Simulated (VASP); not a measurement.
# LiHgSe4 (I-4) in VASP: single point with PBE

Aim: the single point of LiHgSe4 with PBE.

All numbers are computed with VASP 6.6.1; they aren't measurements. Logs are shortened: lines on timing, memory, paths and dates and some standing lists are left out, and cuts for length are marked.

## 1. The cell of the first run

Symmetry: I-4, No. 82, tetragonal system. Conventional cell: a = 11.522 Å, b = 11.522 Å, c = 4.346 Å, α = 90.00°, β = 90.00°, γ = 90.00°. Within 3.5 Å of Hg (site symmetry -4) lie 4 Se at 2.62 Å. Se (site symmetry 1) has 1 Hg at 2.62 Å within 3.5 Å. Within 5.9 Å of Li (site symmetry -4) lie 2 Li at 4.35 Å and 12 Se at 4.55 to 4.93 Å and 4 Hg at 5.86 Å.

## 2. Single point, PBE

INCAR reads:

```
PREC = Accurate ; ENCUT = 520
EDIFF = 1E-7 ; ISMEAR = -1
SIGMA = 0.1 ; LREAL = False
LASPH = True ; NELM = 100
ALGO = Normal ; ISIF = 2
LWAVE = False ; LCHARG = False
GGA = PE ; NBANDS = 28
```

KPOINTS reads:

```
regular mesh
0
Gamma
  5 5 5
```

POSCAR reads:

```
LiHgSe4
1.0
    0.0000000000      0.0000000000      4.3460280000
    5.7612470000     -5.7612470000      2.1730140000
    5.7612470000      5.7612470000     -2.1730140000
Hg Se Li
1 4 1
Direct
    0.0000000000      0.0000000000      0.0000000000
    0.4240000000      0.0140000000      0.2820000000
    0.5620000000      0.2820000000      0.9860000000
    0.1560000000      0.9860000000      0.7180000000
    0.8580000000      0.7180000000      0.0140000000
    0.7500000000      0.5000000000      0.5000000000
```

Potentials or basis: VASP PAW PBE potentials, release 64 (Hg, Se, Li_sv).

Started as:

```sh
cat potpaw_PBE.64/Hg/POTCAR potpaw_PBE.64/Se/POTCAR potpaw_PBE.64/Li_sv/POTCAR > POTCAR
mpirun -np 1 vasp_std > vasp.out
```

OUTCAR:

```text
PREC = Accurate
   ENCUT = 520
   EDIFF = 1E-7
   ISMEAR = -1
   LREAL = False
   LASPH = True
   NELM = 100
   ISIF = 2
   GGA = PE

 ion  position               nearest neighbor table
   1  0.000  0.000  0.000-   4 2.62   3 2.62   2 2.62   5 2.62
   2  0.424  0.014  0.282-   1 2.62
   3  0.562  0.282  0.986-   1 2.62
   4  0.156  0.986  0.718-   1 2.62
   5  0.858  0.718  0.014-   1 2.62
   6  0.750  0.500  0.500-

  LATTYP: Found a body centered tetragonal cell.
 ALAT       =    11.5224940000
 C/A-ratio  =     0.3771777186

  Lattice vectors:

 A1 = (   5.7612470000,  -5.7612470000,  -2.1730140000)
 A2 = (  -5.7612470000,   5.7612470000,  -2.1730140000)
 A3 = (   5.7612470000,   5.7612470000,   2.1730140000)

Analysis of symmetry for initial positions (statically):
=====================================================================
 Subroutine PRICEL returns:
 Original cell was already a primitive cell.

 Routine SETGRP: Setting up the symmetry group for a
 body centered tetragonal supercell.

 Subroutine GETGRP returns: Found  4 space group operations
 (whereof  4 operations were pure point group operations)
 out of a pool of 16 trial point group operations.

The static configuration has the point symmetry S_4 .

Analysis of symmetry for dynamics (positions and initial velocities):
=====================================================================
 Subroutine PRICEL returns:
 Original cell was already a primitive cell.

 Routine SETGRP: Setting up the symmetry group for a
 body centered tetragonal supercell.

 Subroutine GETGRP returns: Found  4 space group operations
 (whereof  4 operations were pure point group operations)
 out of a pool of 16 trial point group operations.

The dynamic configuration has the point symmetry S_4 .

 Subroutine INISYM returns: Found  4 space group operations
 (whereof  4 operations are pure point group operations),
 and found     1 'primitive' translations

----------------------------------------------------------------------------------------

                                     Primitive cell

  volume of cell :     288.5064

  direct lattice vectors                    reciprocal lattice vectors
     0.000000000  0.000000000  4.346028000     0.000000000  0.086786767  0.230095158
     5.761247000 -5.761247000  2.173014000     0.086786767 -0.086786767  0.000000000
     5.761247000  5.761247000 -2.173014000     0.086786767  0.086786767  0.000000000

  length of vectors
     4.346028000  8.432432854  8.432432854     0.245918126  0.122735023  0.122735023

  position of ions in fractional coordinates (direct lattice)
     0.000000000  0.000000000  0.000000000
     0.424000000  0.014000000  0.282000000
     0.562000000  0.282000000  0.986000000
     0.156000000  0.986000000  0.718000000
     0.858000000  0.718000000  0.014000000
     0.750000000  0.500000000  0.500000000

  ion indices of the primitive-cell ions
   primitive index   ion index
                 1           1
                 2           2
                 3           3
                 4           4
                 5           5
                 6           6

----------------------------------------------------------------------------------------

 KPOINTS: regular mesh

Automatic generation of k-mesh.
 Grid dimensions read from file:
 generate k-points for:    5    5    5

 Generating k-lattice:

  Cartesian coordinates                     Fractional coordinates (reciprocal lattice)
     0.000000000  0.017357353  0.046019032     0.200000000 -0.000000000  0.000000000
     0.017357353 -0.017357353  0.000000000     0.000000000  0.200000000  0.000000000
     0.017357353  0.017357353  0.000000000     0.000000000  0.000000000  0.200000000

  Length of vectors
     0.049183625  0.024547005  0.024547005

  Shift w.r.t. Gamma in fractional coordinates (k-lattice)
     0.000000000  0.000000000  0.000000000

 Subroutine IBZKPT returns following result:
 ===========================================

 Found     21 irreducible k-points:

 Following reciprocal coordinates:
            Coordinates               Weight
  0.000000  0.000000  0.000000      1.000000
  0.200000  0.000000 -0.000000      8.000000
  0.400000  0.000000  0.000000      8.000000
  0.000000  0.200000  0.000000      4.000000
  0.400000  0.200000  0.000000      8.000000
 -0.400000  0.200000  0.000000      8.000000
[... 13 lines left out ...]
  0.000000  0.400000  0.400000      4.000000
  0.200000 -0.400000  0.400000      2.000000
   k-points           NKPTS =     21   k-points in BZ     NKDIM =     21   number of bands    NBANDS=     28
   number of dos      NEDOS =    301   number of ions     NIONS =      6
   total plane-waves  NPLWV = 131072
   dimension x,y,z NGX =    32 NGY =   64 NGZ =   64
   dimension x,y,z NGXF=    64 NGYF=  128 NGZF=  128
   ions per type =               1   4   1
   NGX,Y,Z   is equivalent  to a cutoff of  12.24, 12.62, 12.62 a.u.
   NGXF,Y,Z  is equivalent  to a cutoff of  24.48, 25.24, 25.24 a.u.
 SYSTEM =  unknown system
   PREC   = accura    normal or accurate (medium, high low for compatibility)
   ISTART =      0    job   : 0-new  1-cont  2-samecut
   ICHARG =      2    charge: 1-file 2-atom 10-const
   ISPIN  =      1    spin polarized calculation?
   LNONCOLLINEAR =      F non collinear calculations
   LSORBIT =      F    spin-orbit coupling
   LASPH  =      T    aspherical Exc in radial PAW
   ENCUT  =  520.0 eV  38.22 Ry    6.18 a.u.   8.08 15.68 15.68*2*pi/ulx,y,z
   NELM   =    100;   NELMIN=  2; NELMDL= -5     # of ELM steps
   EDIFF  = 0.1E-06   stopping-criterion for ELM
   LREAL  =      F    real-space projection
   EDIFFG = 0.1E-05   stopping-criterion for IOM
   NSW    =      0    number of steps for IOM
   IBRION =     -1    ionic relax: 0-MD 1-quasi-New 2-CG
   NFREE  =      0    steps in history (QN), initial steepest desc. (CG)
   ISIF   =      2    stress and relaxation
   ISYM   =      2    0-nonsym 1-usesym 2-fastsym
   POTIM  = 0.5000    time-step for ionic-motion
   TEBEG  =    0.0;   TEEND  =   0.0 temperature during run
   PSTRESS=    0.0 pullay stress
   NELECT =      39.0000    total number of electrons
   NUPDOWN=      -1.0000    fix difference up-down
   EMIN   =  10.00;   EMAX   =-10.00  energy-range for DOS
   EFERMI =   0.00;   METHOD = LEGACY
   ISMEAR =    -1;   SIGMA  =   0.10  broadening in eV -4-tet -1-fermi 0-gaus
   EFERMI_NEDOS =   21; number of points for ismear=-14 and -15
   IALGO  =     38    algorithm
   IMIX   =      4    mixing-type and parameters
     AMIX     =   0.40;   BMIX     =  1.00
     AMIX_MAG =   1.60;   BMIX_MAG =  1.00
  volume/ion in A,a.u.               =      48.08       324.49
  Fermi-wavevector in a.u.,A,eV,Ry     =   0.840191  1.587730  9.604630  0.705920
  Thomas-Fermi vector in A             =   1.954532
   LORBIT       =      0    0 simple, 1 ext, 2 COOP (PROOUT), +10 PAW based schemes
   GGA     = PE    functional components
   LHFCALC =     F    Hartree Fock is set to
   AEXX    =    0.0000 exact exchange contribution
   IVDW    =     0    specifies the selected vdW correction
   LEPSILON=     F    determine dielectric tensor
   LRPA    =     F    only Hartree local field effects (RPA)
 non-spin polarized calculation
  energy-cutoff  :      520.00
  volume of cell :      288.51
 maximum number of plane-waves:      7800
   NGX = 17   NGY = 31   NGZ = 31

 number of electron      39.0000013 magnetization

 Free energy of the ion-electron system (eV)
  ---------------------------------------------------
  ext. energy  EPLUGINS =         0.00000000
  ---------------------------------------------------
  free energy    TOTEN  =       -10.92253604 eV

  energy without entropy =      -10.44947008  energy(sigma->0) =      -10.68600306

 E-fermi :  -1.2009     XC(G=0):  -6.2620

 val. band max:       -1.2056762322   @ k =   0.4000   0.2000   0.2000
 cond. band min:      -1.1942210943   @ k =   0.0000   0.4000   0.4000
 fundamental gap:      0.0114551379
 Fermi energy:        -1.2009257348

 k-point     1 :       0.0000    0.0000    0.0000
  band No.  band energies     occupation
      1     -51.2685      2.00000
      2     -13.2144      2.00000
      3     -12.6829      2.00000
      4     -12.6829      2.00000
      5     -12.6326      2.00000
      6      -7.4163      2.00000
[... 20 lines left out ...]
     27       4.5605      0.00000
     28       4.9988      0.00000

 k-point     2 :       0.2000    0.0000   -0.0000
  band No.  band energies     occupation
      1     -51.2685      2.00000
      2     -13.1121      2.00000
      3     -12.6884      2.00000
      4     -12.6762      2.00000
      5     -12.6139      2.00000
      6      -7.4427      2.00000
[... 20 lines left out ...]
     27       3.4206      0.00000
     28       4.5897      0.00000

 k-point     3 :       0.4000    0.0000    0.0000
  band No.  band energies     occupation
      1     -51.2685      2.00000
      2     -12.8867      2.00000
      3     -12.6821      2.00000
      4     -12.6678      2.00000
      5     -12.6508      2.00000
      6      -7.4892      2.00000
[... 20 lines left out ...]
     27       3.0338      0.00000
     28       4.4974      0.00000

 k-point     4 :       0.0000    0.2000    0.0000
  band No.  band energies     occupation
      1     -51.2685      2.00000
      2     -13.2012      2.00000
      3     -12.7309      2.00000
      4     -12.6829      2.00000
      5     -12.6004      2.00000
      6      -7.4102      2.00000
[... 485 lines left out ...]
     27       2.9333      0.00000
     28       4.6067      0.00000

 k-point    20 :       0.0000    0.4000    0.4000
  band No.  band energies     occupation
      1     -51.2685      2.00000
      2     -13.1335      2.00000
      3     -12.7860      2.00000
      4     -12.7794      2.00000
      5     -12.5269      2.00000
      6      -7.3765      2.00000
[... 20 lines left out ...]
     27       4.5972      0.00000
     28       4.6585      0.00000

 k-point    21 :       0.2000   -0.4000    0.4000
  band No.  band energies     occupation
      1     -51.2685      2.00000
      2     -13.0396      2.00000
      3     -12.7583      2.00000
      4     -12.7583      2.00000
      5     -12.5440      2.00000
      6      -7.4173      2.00000
[... 20 lines left out ...]
     27       3.4673      0.00000
     28       5.0558      0.00000

------------------------ aborting loop because EDIFF is reached ----------------------------------------

  FORCE on cell =-STRESS in cart. coord.  units (eV):
  Direction    XX          YY          ZZ          XY          YZ          ZX
  --------------------------------------------------------------------------------------
  -------------------------------------------------------------------------------------
  Total       -5.2514743     -5.2514743     -1.4701338      0.0000001      0.0000000      0.0000000
  in kB      -29.1632771    -29.1632771     -8.1641681      0.0000006      0.0000000      0.0000000
  external PRESSURE =     -22.1635741 kB  Pullay stress =       0.0000000 kB

 VOLUME and BASIS-vectors are now :
 -----------------------------------------------------------------------------
  energy-cutoff  :      520.00
  volume of cell :      288.51
      direct lattice vectors                 reciprocal lattice vectors
     0.000000000  0.000000000  4.346028000     0.000000000  0.086786767  0.230095158
     5.761247000 -5.761247000  2.173014000     0.086786767 -0.086786767  0.000000000
     5.761247000  5.761247000 -2.173014000     0.086786767  0.086786767  0.000000000

 POSITION                                       TOTAL-FORCE (eV/Angst)
 -----------------------------------------------------------------------------------
      0.00000      0.00000      0.00000         0.000000      0.000000      0.000000
      1.70533      1.54401      1.26035         0.074577      0.088936      0.200584
      7.30526      4.05592      0.91267         0.088936     -0.074577     -0.200584
      9.81716     -1.54401      1.26035        -0.074577     -0.088936      0.200584
      4.21723     -4.05592      5.25869        -0.088936      0.074577     -0.200584
      5.76125      0.00000      3.25952         0.000000      0.000000     -0.000000
 -----------------------------------------------------------------------------------
    total drift:                               -0.000000      0.000000      0.000000

  FREE ENERGIE OF THE ION-ELECTRON SYSTEM (eV)
  ---------------------------------------------------
  free  energy   TOTEN  =       -10.9225360421 eV

  energy  without entropy=      -10.4494700840  energy(sigma->0) =      -10.68600306
```

Wall time 6.5 min (1 thread of Intel Xeon 8259CL, shared host); peak memory 0.45 GiB.

What came out:

| Item | Value |
| --- | --- |
| Free energy | -10.9225 eV |
| Largest force | 0.232 eV/Å |
| Band gap on the k mesh | zero (an odd number of electrons rules out a gap without spin polarisation) |

Forces in eV/Å, atoms in the order of the input:
```
Hg   0.000  0.000  0.000
Se   0.075  0.089  0.201
Se   0.089 -0.075 -0.201
Se  -0.075 -0.089  0.201
Se  -0.089  0.075 -0.201
Li   0.000  0.000  0.000
```

Levels at points of the mesh, in eV from the Fermi level:
| k point | band 17 | band 18 | band 19 | band 20 | band 21 | band 22 |
| --- | --- | --- | --- | --- | --- | --- |
| (0.00, 0.00, 0.00) | -0.46 | -0.46 | 0.08 | 0.08 | 0.23 | 0.54 |

Caveat: the cutoff is under 1.25 times the usual one of these potentials, so pressure, stress and relaxed cells hold a basis-set (Pulay) error; spin-orbit coupling is left out, which moves the levels of the heavy elements.
